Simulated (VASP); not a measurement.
# MgO (Fm-3m) in VASP: notebook, part 2 of 3

VASP 6.6.1.

### 3 Single point, PBE

Input file INCAR:

```
PREC = Accurate ; ENCUT = 600
EDIFF = 1E-6 ; ISMEAR = 1
SIGMA = 0.15 ; LREAL = F
LASPH = T ; NELM = 120
ALGO = Normal ; ISIF = 2
LWAVE = F ; LCHARG = F
GGA = PE ; NBANDS = 11
GGA_COMPAT = F
```

Input file KPOINTS:

```
regular mesh
0
Gamma
  8 8 8
```

Input file POSCAR:

```
MgO
1.0
    0.0000000000      2.1496500000      2.1496500000
    2.1496500000      0.0000000000      2.1496500000
    2.1496500000      2.1496500000      0.0000000000
Mg O
1 1
Direct
    0.0000000000      0.0000000000      0.0000000000
    0.5000000000      0.5000000000      0.5000000000
```

Potentials or basis: VASP PAW PBE potentials, release 64 (Mg, O).

Launch:

```sh
$ cat potpaw_PBE.64/Mg/POTCAR potpaw_PBE.64/O/POTCAR > POTCAR
$ mpirun -np 1 vasp_std > vasp.out
```

OUTCAR:

```text
PREC = Accurate
   ENCUT = 600
   EDIFF = 1E-6
   ISMEAR = 1
   LREAL = F
   LASPH = T
   NELM = 120
   ISIF = 2
   GGA = PE

 ion  position               nearest neighbor table
   1  0.000  0.000  0.000-   2 2.15   2 2.15   2 2.15   2 2.15   2 2.15   2 2.15
   2  0.500  0.500  0.500-   1 2.15   1 2.15   1 2.15   1 2.15   1 2.15   1 2.15

  LATTYP: Found a face centered cubic cell.
 ALAT       =     4.2993000000

  Lattice vectors:

 A1 = (   0.0000000000,   2.1496500000,   2.1496500000)
 A2 = (   2.1496500000,   0.0000000000,   2.1496500000)
 A3 = (   2.1496500000,   2.1496500000,   0.0000000000)

Analysis of symmetry for initial positions (statically):
=====================================================================
 Subroutine PRICEL returns:
 Original cell was already a primitive cell.

 Routine SETGRP: Setting up the symmetry group for a
 face centered cubic supercell.

 Subroutine GETGRP returns: Found 48 space group operations
 (whereof 48 operations were pure point group operations)
 out of a pool of 48 trial point group operations.

The static configuration has the point symmetry O_h .

Analysis of symmetry for dynamics (positions and initial velocities):
=====================================================================
 Subroutine PRICEL returns:
 Original cell was already a primitive cell.

 Routine SETGRP: Setting up the symmetry group for a
 face centered cubic supercell.

 Subroutine GETGRP returns: Found 48 space group operations
 (whereof 48 operations were pure point group operations)
 out of a pool of 48 trial point group operations.

The dynamic configuration has the point symmetry O_h .

 Subroutine INISYM returns: Found 48 space group operations
 (whereof 48 operations are pure point group operations),
 and found     1 'primitive' translations

----------------------------------------------------------------------------------------

                                     Primitive cell

  volume of cell :      19.8670

  direct lattice vectors                    reciprocal lattice vectors
     0.000000000  2.149650000  2.149650000    -0.232596004  0.232596004  0.232596004
     2.149650000  0.000000000  2.149650000     0.232596004 -0.232596004  0.232596004
     2.149650000  2.149650000  0.000000000     0.232596004  0.232596004 -0.232596004

  length of vectors
     3.040064184  3.040064184  3.040064184     0.402868097  0.402868097  0.402868097

  position of ions in fractional coordinates (direct lattice)
     0.000000000  0.000000000  0.000000000
     0.500000000  0.500000000  0.500000000

  ion indices of the primitive-cell ions
   primitive index   ion index
                 1           1
                 2           2

----------------------------------------------------------------------------------------

 KPOINTS: regular mesh

Automatic generation of k-mesh.
 Grid dimensions read from file:
 generate k-points for:    8    8    8

 Generating k-lattice:

  Cartesian coordinates                     Fractional coordinates (reciprocal lattice)
    -0.029074501  0.029074501  0.029074501     0.125000000  0.000000000  0.000000000
     0.029074501 -0.029074501  0.029074501     0.000000000  0.125000000  0.000000000
     0.029074501  0.029074501 -0.029074501     0.000000000  0.000000000  0.125000000

  Length of vectors
     0.050358512  0.050358512  0.050358512

  Shift w.r.t. Gamma in fractional coordinates (k-lattice)
     0.000000000  0.000000000  0.000000000

 Subroutine IBZKPT returns following result:
 ===========================================

 Found     29 irreducible k-points:

 Following reciprocal coordinates:
            Coordinates               Weight
  0.000000  0.000000  0.000000      1.000000
  0.125000  0.000000  0.000000      8.000000
  0.250000  0.000000  0.000000      8.000000
  0.375000  0.000000  0.000000      8.000000
  0.500000  0.000000  0.000000      4.000000
  0.125000  0.125000  0.000000      6.000000
[... 16 lines left out ...]
  0.500000  0.250000  0.125000     48.000000
 -0.375000  0.250000  0.125000     24.000000
 [... further k-points ...]
   k-points           NKPTS =     29   k-points in BZ     NKDIM =     29   number of bands    NBANDS=     11
   number of dos      NEDOS =    301   number of ions     NIONS =      2
   total plane-waves  NPLWV =  13824
   dimension x,y,z NGX =    24 NGY =   24 NGZ =   24
   dimension x,y,z NGXF=    48 NGYF=   48 NGZF=   48
   ions per type =               1   1
   NGX,Y,Z   is equivalent  to a cutoff of  13.12, 13.12, 13.12 a.u.
   NGXF,Y,Z  is equivalent  to a cutoff of  26.25, 26.25, 26.25 a.u.
 SYSTEM =  unknown system
   PREC   = accura    normal or accurate (medium, high low for compatibility)
   ISTART =      0    job   : 0-new  1-cont  2-samecut
   ICHARG =      2    charge: 1-file 2-atom 10-const
   ISPIN  =      1    spin polarized calculation?
   LNONCOLLINEAR =      F non collinear calculations
   LSORBIT =      F    spin-orbit coupling
   LASPH  =      T    aspherical Exc in radial PAW
   ENCUT  =  600.0 eV  44.10 Ry    6.64 a.u.   6.07  6.07  6.07*2*pi/ulx,y,z
   NELM   =    120;   NELMIN=  2; NELMDL= -5     # of ELM steps
   EDIFF  = 0.1E-05   stopping-criterion for ELM
   LREAL  =      F    real-space projection
   EDIFFG = 0.1E-04   stopping-criterion for IOM
   NSW    =      0    number of steps for IOM
   IBRION =     -1    ionic relax: 0-MD 1-quasi-New 2-CG
   NFREE  =      0    steps in history (QN), initial steepest desc. (CG)
   ISIF   =      2    stress and relaxation
   ISYM   =      2    0-nonsym 1-usesym 2-fastsym
   POTIM  = 0.5000    time-step for ionic-motion
   TEBEG  =    0.0;   TEEND  =   0.0 temperature during run
   PSTRESS=    0.0 pullay stress
   NELECT =       8.0000    total number of electrons
   NUPDOWN=      -1.0000    fix difference up-down
   EMIN   =  10.00;   EMAX   =-10.00  energy-range for DOS
   EFERMI =   0.00;   METHOD = LEGACY
   ISMEAR =     1;   SIGMA  =   0.15  broadening in eV -4-tet -1-fermi 0-gaus
   EFERMI_NEDOS =   21; number of points for ismear=-14 and -15
   IALGO  =     38    algorithm
   IMIX   =      4    mixing-type and parameters
     AMIX     =   0.40;   BMIX     =  1.00
     AMIX_MAG =   1.60;   BMIX_MAG =  1.00
  volume/ion in A,a.u.               =       9.93        67.03
  Fermi-wavevector in a.u.,A,eV,Ry     =   1.208909  2.284507 19.884395  1.461462
  Thomas-Fermi vector in A             =   2.344503
   LORBIT       =      0    0 simple, 1 ext, 2 COOP (PROOUT), +10 PAW based schemes
   GGA     = PE    functional components
   LHFCALC =     F    Hartree Fock is set to
   AEXX    =    0.0000 exact exchange contribution
   IVDW    =     0    specifies the selected vdW correction
   LEPSILON=     F    determine dielectric tensor
   LRPA    =     F    only Hartree local field effects (RPA)
 non-spin polarized calculation
 Methfessel and Paxton  Order N= 1 SIGMA  =   0.15
  energy-cutoff  :      600.00
  volume of cell :       19.87
 maximum number of plane-waves:       684
   NGX = 13   NGY = 13   NGZ = 13

 number of electron       7.9999999 magnetization

 Free energy of the ion-electron system (eV)
  ---------------------------------------------------
  ext. energy  EPLUGINS =         0.00000000
  ---------------------------------------------------
  free energy    TOTEN  =       -11.90325879 eV

  energy without entropy =      -11.90417833  energy(sigma->0) =      -11.90356530

 E-fermi :   2.7801     XC(G=0): -10.7911

 val. band max:        2.7388528193   @ k =   0.0000   0.0000   0.0000
 cond. band min:       6.8901759348   @ k =   0.0000   0.0000   0.0000
 fundamental gap:      4.1513231154
 Fermi energy:         2.7800840124

 k-point     1 :       0.0000    0.0000    0.0000
  band No.  band energies     occupation
      1     -14.2207      2.00000
      2       2.7389      1.44633
      3       2.7389      1.44632
      4       2.7389      1.44632
      5       6.8902      0.00000
      6      18.1904      0.00000
      7      18.1904      0.00000
      8      18.1904      0.00000
      9      21.9466      0.00000
     10      23.6530      0.00000
     11      23.6530      0.00000
[... 309 lines left out ...]
 k-point    24 :      -0.3750    0.2500    0.1250
  band No.  band energies     occupation
      1     -12.9498      2.00000
      2      -1.0279      2.00000
      3       0.9373      2.00000
      4       1.8314      2.00000
      5      11.9803      0.00000
      6      14.3342      0.00000
      7      15.6016      0.00000
      8      18.8956      0.00000
      9      22.5493      0.00000
     10      24.0004      0.00000
     11      27.9271      0.00000

 [... further k-points ...]

------------------------ aborting loop because EDIFF is reached ----------------------------------------

  FORCE on cell =-STRESS in cart. coord.  units (eV):
  Direction    XX          YY          ZZ          XY          YZ          ZX
  --------------------------------------------------------------------------------------
  -------------------------------------------------------------------------------------
  Total       -0.6792137     -0.6792137     -0.6792137      0.0000000      0.0000000      0.0000000
  in kB      -54.7751738    -54.7751738    -54.7751738      0.0000000      0.0000000      0.0000000
  external PRESSURE =     -54.7751738 kB  Pullay stress =       0.0000000 kB

 VOLUME and BASIS-vectors are now :
 -----------------------------------------------------------------------------
  energy-cutoff  :      600.00
  volume of cell :       19.87
      direct lattice vectors                 reciprocal lattice vectors
     0.000000000  2.149650000  2.149650000    -0.232596004  0.232596004  0.232596004
     2.149650000  0.000000000  2.149650000     0.232596004 -0.232596004  0.232596004
     2.149650000  2.149650000  0.000000000     0.232596004  0.232596004 -0.232596004

 POSITION                                       TOTAL-FORCE (eV/Angst)
 -----------------------------------------------------------------------------------
      0.00000      0.00000      0.00000         0.000000      0.000000      0.000000
      2.14965      2.14965      2.14965         0.000000      0.000000      0.000000
 -----------------------------------------------------------------------------------
    total drift:                               -0.000000     -0.000000      0.000000

  FREE ENERGIE OF THE ION-ELECTRON SYSTEM (eV)
  ---------------------------------------------------
  free  energy   TOTEN  =       -11.9032587911 eV

  energy  without entropy=      -11.9041783305  energy(sigma->0) =      -11.90356530
```

OSZICAR:

```text
N       E                     dE             d eps       ncg     rms          rms(c)
DAV:   1     0.161858979974E+02    0.16186E+02   -0.49851E+03   718   0.727E+02
DAV:   2    -0.128269966561E+02   -0.29013E+02   -0.28327E+02   713   0.143E+02
DAV:   3    -0.134560610764E+02   -0.62906E+00   -0.62794E+00   790   0.187E+01
DAV:   4    -0.134576143644E+02   -0.15533E-02   -0.15532E-02   686   0.105E+00
DAV:   5    -0.134576201491E+02   -0.57847E-05   -0.57846E-05   746   0.613E-02    0.717E+00
DAV:   6    -0.119272118107E+02    0.15304E+01   -0.92758E+00   665   0.164E+01    0.234E+00
DAV:   7    -0.119099091518E+02    0.17303E-01   -0.70462E-02   695   0.230E+00    0.136E+00
DAV:   8    -0.119037755970E+02    0.61336E-02   -0.33335E-02   668   0.203E+00    0.266E-01
DAV:   9    -0.119033143156E+02    0.46128E-03   -0.64225E-04   728   0.179E-01    0.151E-01
DAV:  10    -0.119032580462E+02    0.56269E-04   -0.58592E-04   704   0.183E-01    0.796E-03
DAV:  11    -0.119032587911E+02   -0.74486E-06   -0.37002E-06   722   0.152E-02
   1 F= -.11903259E+02 E0= -.11903565E+02  d E =0.919539E-03
```

stdout:

```text
POSCAR found type information on POSCAR MgO
 POSCAR found :  2 types and       2 ions
 scaLAPACK will be used
 LDA part: xc-table for (Slater+PW92), standard interpolation
 POSCAR, INCAR and KPOINTS ok, starting setup
 FFT: planning ... GRIDC
 FFT: planning ... GRID_SOFT
 FFT: planning ... GRID
 WAVECAR not read
 entering main loop
```

Wall time 10 s (1 thread of Intel Xeon 8259CL, shared host); peak memory 0.14 GiB.

What came out:

```
Free energy            : -11.9033 eV
Pressure               : -5.5 GPa
Band gap on the k mesh : 4.15 eV, direct
```

Levels at points of the mesh, in eV from the valence-band top:
```tsv
k point	band 2	band 3	band 4	band 5	band 6	band 7
(0.00, 0.00, 0.00)	0.00	0.00	0.00	4.15	15.45	15.45
(0.50, 0.00, 0.00)	-4.35	-0.59	-0.59	7.51	11.91	15.69
(0.50, 0.50, 0.00)	-3.84	-1.26	-1.26	9.04	9.32	12.46
```

[end of part 2 of 3]
